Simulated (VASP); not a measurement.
# Pt in VASP: further runs, part 2 of 2

VASP 6.6.1. Earlier steps stand in the parts before.

## (3) Single point, PBEsol (strain -0.030 along x and y, -0.015 along z)

Contents of INCAR:

```
SYSTEM = Pt
ALGO = Fast
EDIFF = 1E-6
ENCUT = 520
GGA = PS
ISIF = 2
ISMEAR = 0
LASPH = .True.
LCHARG = .False.
LREAL = .False.
LWAVE = .False.
NBANDS = 11
NELM = 80
PREC = Accurate
SIGMA = 0.15
```

Contents of KPOINTS:

```
k-points
0
Gamma
  20 20 20
  0 0 0
```

Contents of POSCAR:

```
Pt
1.0
    0.0000000000      1.8991630000      1.9285315000
    1.8991630000      0.0000000000      1.9285315000
    1.8991630000      1.8991630000      0.0000000000
Pt
1
Direct
    0.0000000000      0.0000000000      0.0000000000
```

Potentials or basis: VASP PAW PBE potentials, release 64 (Pt).

Run with:

```bash
$ cat potpaw_PBE.64/Pt/POTCAR > POTCAR
$ mpirun -np 1 vasp_std > vasp.out
```

OUTCAR:

```text
SYSTEM = Pt
   EDIFF = 1E-6
   ENCUT = 520
   GGA = PS
   ISIF = 2
   ISMEAR = 0
   LASPH = .True.
   LREAL = .False.
   NELM = 80
   PREC = Accurate

 ion  position               nearest neighbor table
   1  0.000  0.000  0.000-

  LATTYP: Found a body centered tetragonal cell.
 ALAT       =     2.6858220718
 C/A-ratio  =     1.4360828443

  Lattice vectors:

 A1 = (  -1.8991630000,   0.0000000000,   1.9285315000)
 A2 = (   1.8991630000,   0.0000000000,   1.9285315000)
 A3 = (   0.0000000000,   1.8991630000,  -1.9285315000)

Analysis of symmetry for initial positions (statically):
=====================================================================
 Subroutine PRICEL returns:
 Original cell was already a primitive cell.

 Routine SETGRP: Setting up the symmetry group for a
 body centered tetragonal supercell.

 Subroutine GETGRP returns: Found 16 space group operations
 (whereof 16 operations were pure point group operations)
 out of a pool of 16 trial point group operations.

The static configuration has the point symmetry D_4h.

Analysis of symmetry for dynamics (positions and initial velocities):
[... 161 lines left out ...]

 val. band max:       12.7354891362   @ k =   0.4500   0.1000   0.0000
 cond. band min:      12.7394059247   @ k =   0.4500   0.0000   0.0500
 fundamental gap:      0.0039167884
 Fermi energy:        12.7372793034

 k-point     1 :       0.0000    0.0000    0.0000
  band No.  band energies     occupation
      1       1.4808      2.00000
      2       8.2556      2.00000
      3       8.4588      2.00000
      4       8.4588      2.00000
      5      10.7509      2.00000
      6      10.9975      2.00000
      7      27.0812      0.00000
      8      32.1970      0.00000
      9      32.6547      0.00000
     10      32.6547      0.00000
     11      38.1070      0.00000
[... 309 lines left out ...]
 k-point    24 :      -0.3500    0.0500    0.0000
  band No.  band energies     occupation
      1       4.5198      2.00000
      2       8.3716      2.00000
      3       8.6632      2.00000
      4       9.3852      2.00000
      5      11.8156      2.00000
      6      12.6057      1.78507
      7      22.3917      0.00000
      8      27.7330      0.00000
      9      32.9057      0.00000
     10      34.7210      0.00000
     11      38.6984      0.00000

 [... further k-points ...]
[... 5 lines left out ...]
  --------------------------------------------------------------------------------------
  -------------------------------------------------------------------------------------
  Total        2.4429077      2.4429077      2.2387647      0.0000000      0.0000000     -0.0000000
  in kB      281.3431986    281.3431986    257.8325927      0.0000000      0.0000000     -0.0000000
  external PRESSURE =     273.5063299 kB  Pullay stress =       0.0000000 kB

 VOLUME and BASIS-vectors are now :
 -----------------------------------------------------------------------------
  energy-cutoff  :      520.00
  volume of cell :       13.91
      direct lattice vectors                 reciprocal lattice vectors
     0.000000000  1.899163000  1.928531500    -0.263273874  0.263273874  0.259264627
     1.899163000  0.000000000  1.928531500     0.263273874 -0.263273874  0.259264627
     1.899163000  1.899163000  0.000000000     0.263273874  0.263273874 -0.259264627

 POSITION                                       TOTAL-FORCE (eV/Angst)
 -----------------------------------------------------------------------------------
      0.00000      0.00000      0.00000        -0.000000      0.000000      0.000000
 -----------------------------------------------------------------------------------
    total drift:                                0.000000     -0.000000     -0.000000

  FREE ENERGIE OF THE ION-ELECTRON SYSTEM (eV)
  ---------------------------------------------------
  free  energy   TOTEN  =        -6.8856261124 eV

  energy  without entropy=       -6.8684954365  energy(sigma->0) =       -6.87706077
```

stdout:

```text
POSCAR found type information on POSCAR Pt
 POSCAR found :  1 types and       1 ions
 scaLAPACK will be used
 -----------------------------------------------------------------------------
|                                                                             |
|                                                                             |
|     You enforced a specific xc type in the INCAR file but a different       |
|     I HOPE YOU KNOW WHAT YOU ARE DOING!                                     |
|                                                                             |
 -----------------------------------------------------------------------------

 LDA part: xc-table for (Slater+PW92), standard interpolation
 POSCAR, INCAR and KPOINTS ok, starting setup
 FFT: planning ... GRIDC
 FFT: planning ... GRID_SOFT
 FFT: planning ... GRID
 WAVECAR not read
 entering main loop
```

Wall time 1.7 min (1 thread of Intel Xeon Platinum 8375C at 2.90GHz (Ice Lake), shared host); peak memory 0.21 GiB.

What came out:

```yaml
Free_energy: -6.8856 eV
Pressure: 27.4 GPa
Band_gap_on_the_k_mesh: zero (band 5 reaches 13.41 eV, above the bottom of band 6 at 10.81 eV)
```

Stress tensor (GPa, compression positive):
```
28.13  0.00  0.00
 0.00 28.13  0.00
 0.00  0.00 25.78
```

Levels at points of the mesh, in eV from the Fermi level:
```
           k point  band 2  band 3  band 4  band 5  band 6  band 7  band 8  band 9
(0.00, 0.00, 0.00)   -4.48   -4.28   -4.28   -1.99   -1.74   14.34   19.46   19.92
(0.50, 0.00, 0.00)   -4.53   -4.33   -0.90    0.01    0.11    6.45   13.92   19.33
(0.50, 0.50, 0.00)   -7.56    0.04    0.57    0.57    1.33    9.46   11.76   11.76
(0.50, 0.00, 0.50)   -7.56    0.02    0.49    0.67    1.65    9.89   11.41   11.55
```

Caveat: the cell differs from its parent crystal (strain -0.030 along x and y, -0.015 along z); the PAW data sets were made with another functional, which shifts forces and pressure a little; spin-orbit coupling is left out, which moves the levels of the heavy elements.

## (4) Single point, PBEsol (strain -0.030 along x and y, +0.000 along z)

Contents of INCAR:

```
PREC = Accurate ; ENCUT = 520
EDIFF = 1E-7 ; ISMEAR = 0
SIGMA = 0.15 ; LREAL = F
LASPH = T ; NELM = 80
ALGO = Normal ; ISIF = 2
LWAVE = F ; LCHARG = T
GGA = PS ; LELF = T
LVHAR = T ; NBANDS = 11
```

Contents of KPOINTS:

```
Automatic mesh
0
Gamma
  20 20 20
```

Contents of POSCAR:

```
Pt
1.0
    0.0000000000      1.8991630000      1.9579000000
    1.8991630000      0.0000000000      1.9579000000
    1.8991630000      1.8991630000      0.0000000000
Pt
1
Direct
    0.0000000000      0.0000000000      0.0000000000
```

Run with:

```bash
$ cat potpaw_PBE.64/Pt/POTCAR > POTCAR
$ mpirun -np 1 vasp_std > vasp.out
```

Run time: 91 s. Hardware: 1 thread of Intel Xeon Platinum 8375C at 2.90GHz (Ice Lake), shared host; peak memory 0.2 GiB.

It converged, with:

| Item | Value |
| --- | --- |
| Free energy | -6.9147 eV |
| Pressure | 21.1 GPa |
| Band gap on the k mesh | zero (band 5 reaches 13.16 eV, above the bottom of band 6 at 10.51 eV) |

Stress tensor (GPa, compression positive):
```
22.68  0.00  0.00
 0.00 22.68  0.00
 0.00  0.00 18.03
```

Levels at points of the mesh, in eV from the Fermi level:
| k point | band 3 | band 4 | band 5 | band 6 | band 7 | band 8 |
| --- | --- | --- | --- | --- | --- | --- |
| (0.00, 0.00, 0.00) | -4.10 | -4.10 | -2.06 | -1.58 | 14.42 | 19.16 |
| (0.50, 0.00, 0.00) | -4.12 | -0.83 | -0.04 | 0.15 | 6.33 | 13.96 |
| (0.50, 0.50, 0.00) | 0.06 | 0.54 | 0.54 | 1.17 | 9.02 | 11.91 |
| (0.50, 0.00, 0.50) | 0.00 | 0.39 | 0.74 | 1.79 | 9.86 | 11.22 |

Caveat: the cell differs from its parent crystal (strain -0.030 along x and y, +0.000 along z); the PAW data sets were made with another functional, which shifts forces and pressure a little; spin-orbit coupling is left out, which moves the levels of the heavy elements.

## (5) The runs side by side

```tsv
cell	gap on the mesh (eV)	pressure (GPa)
a = 2.852 Å, angles 60.0°, 1 atom	none	-20.0
a = 2.707, b = 2.707, c = 2.686 Å, angles 60.3, 60.3, 59.5°, 1 atom	none	27.4
a = 2.728, b = 2.728, c = 2.686 Å, angles 60.5, 60.5, 59.0°, 1 atom	none	21.1
```

Alike in all rows: task single point; level PBEsol; potentials or basis VASP PAW PBE potentials, release 64 (Pt); no spin polarisation; k mesh 20 × 20 × 20; cutoff (eV) 520; smearing gaussian 0.15 eV.

Caveats: the PAW data sets were made with another functional, which shifts forces and pressure a little; spin-orbit coupling is left out, which moves the levels of the heavy elements.

Total energies depend on the potentials used, so only differences within one code and one set of settings carry meaning.
